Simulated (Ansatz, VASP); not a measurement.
**Two plane-wave programs on TiO2**

```xyz
6
Lattice="-1.8535 1.8535 4.6602 1.8535 -1.8535 4.6602 1.8535 1.8535 -4.6602" Properties=species:S:1:pos:R:3 pbc="T T T"
Ti    0.0000    1.8535    2.3301
Ti    0.0000    0.0000    0.0000
O     0.0000    0.0000    7.3808
O     0.0000    1.8535    0.3905
O     0.0000    1.8535    4.2697
O     0.0000    0.0000    1.9396
```

Alike in both runs: task single point; functional PBE exchange alone; k mesh 10 × 10 × 10; occupations fermi-dirac, width 0.05 eV; no spin polarisation.

```csv
,VASP,Ansatz
version,VASP 6.6.1,Ansatz 0.2.0
potentials or method,"VASP PAW PBE potentials, release 64 (Ti_sv, O)",Ansatz PAW
plane-wave cutoff (eV),520,420
valence electrons in the cell,48,48
```

|  | VASP | Ansatz | Ansatz less VASP |
| --- | --- | --- | --- |
| gap on the k mesh at the Fermi level (eV) | 2.31 | 2.33 | +0.026 |
| least direct gap on the mesh (eV) | 2.62 | 2.65 | +0.023 |
| rms of the force components (eV/Å) | 0.423 | 0.408 | -0.0148 |

VASP's potentials were made for PBE, not for PBE exchange alone. Atom by atom the forces differ by 0.015 eV/Å (rms over components).
